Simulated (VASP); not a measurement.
A run of VASP 6.6.1:

File INCAR:

```
PREC = Accurate
ENCUT = 520
EDIFF = 1E-6
ISMEAR = -1
SIGMA = 0.08
LREAL = False
LASPH = True
NELM = 100
ALGO = Normal
ISIF = 2
LWAVE = False
LCHARG = False
GGA = PS
NBANDS = 14
```

File KPOINTS:

```
regular mesh
0
Gamma
  12 12 7
```

POSCAR

```
Na
1.0
    3.3867059321      0.0000000000      0.0000000000
   -1.6933529661      2.9329733724      0.0000000000
    0.0000000000      0.0000000000      5.5003255965
Na
2
Direct
    0.3333333333      0.6666666667      0.2500000000
    0.6666666667      0.3333333333      0.7500000000
```

Potentials or basis: VASP PAW PBE potentials, release 64 (Na_pv).

Command:

```sh
$ cat potpaw_PBE.64/Na_pv/POTCAR > POTCAR
$ mpirun -np 1 vasp_std > vasp.out
```

Hardware: 1 thread of Intel Xeon 8259CL, with other jobs on the host.

Q: How long does it take, and how much memory?

A: It took 62 s on 1 thread of Intel Xeon 8259CL (shared host), peak memory 0.19 GiB. Counts: scf iterations 9, k points 76.
